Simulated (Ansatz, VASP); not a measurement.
# Cr in VASP and in Ansatz

```
Cr
1.0
     2.89178    0.00000    0.00000
     0.00000    2.89178    0.00000
     0.00000    0.00000    2.89178
Cr
2
Direct
  0.00000 0.00000 0.00000
  0.50000 0.50000 0.50000
```

Alike in both runs: functional revPBE; k mesh 11 × 11 × 11; occupations fermi-dirac, width 0.05 eV; collinear spin.

Ansatz relaxed the structure, and its values are those at the end. VASP's run is a single point on that final structure, the one shown.

```csv
,VASP,Ansatz
version,VASP 6.6.1,Ansatz 0.2.0
potentials or method,"VASP PAW PBE potentials, release 64 (Cr_pv), cutoff 520 eV","plane waves (420 eV) with PAW, scalar-relativistic"
valence electrons in the cell,24,28
```

```csv
,VASP,Ansatz,Ansatz less VASP
pressure (GPa),0.1,0.0,-0.11
net moment per atom (μB),0.00,0.00,0.000
size of the moment on the site where the two differ most (μB),1.39,1.28,-0.109
```

VASP's potentials were made for PBE, not for revPBE. Site moments also hang on the region over which each program counts them. VASP's potentials hold 24 valence electrons a cell and Ansatz's 28, so a difference there can come from the potentials and not from the codes.
